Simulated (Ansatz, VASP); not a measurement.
AlCu5: VASP beside Ansatz

```
Al Cu
1.0
     2.65073    0.00000    0.00000
    -1.32536    2.29560    0.00000
     0.00000    0.00000   12.37465
Al Cu
1 5
Direct
  0.00000 0.00000 0.50000
  0.33333 0.66667 0.83495
  0.66667 0.33333 0.66943
  0.33333 0.66667 0.33057
  0.66667 0.33333 0.16505
  0.00000 0.00000 0.00000
```

Alike in both runs: functional PBE; k mesh 6 × 6 × 2; occupations gaussian, width 0.1 eV; no spin polarisation.

Ansatz relaxed the structure, and its values are those at the end. VASP's run is a single point on that final structure, the one shown.

|  | VASP | Ansatz |
| --- | --- | --- |
| version | VASP 6.6.1 | Ansatz 0.2.0 |
| potentials or method | VASP PAW PBE potentials, release 64 (Al, Cu), cutoff 520 eV | scalar-relativistic, plane waves, PAW |
| valence electrons in the cell | 58 | 98 |

Ansatz gave:

| Property | Result |
| --- | --- |
| gap on the k mesh at the Fermi level (eV) | none |
| pressure (GPa) | 0.0 |
| rms of the force components (eV/Å) | 0.001 |

Task: Which values does VASP return?

Result: gap on the k mesh at the Fermi level (eV): none; pressure (GPa): 0.8; rms of the force components (eV/Å): 0.004.

A gap of «none» marks a metal or a gap that the smearing closes. VASP's potentials hold 58 valence electrons a cell and Ansatz's 98, so a difference there can come from the potentials and not from the codes.

The k mesh is coarse, so the values compare programs but aren't converged.
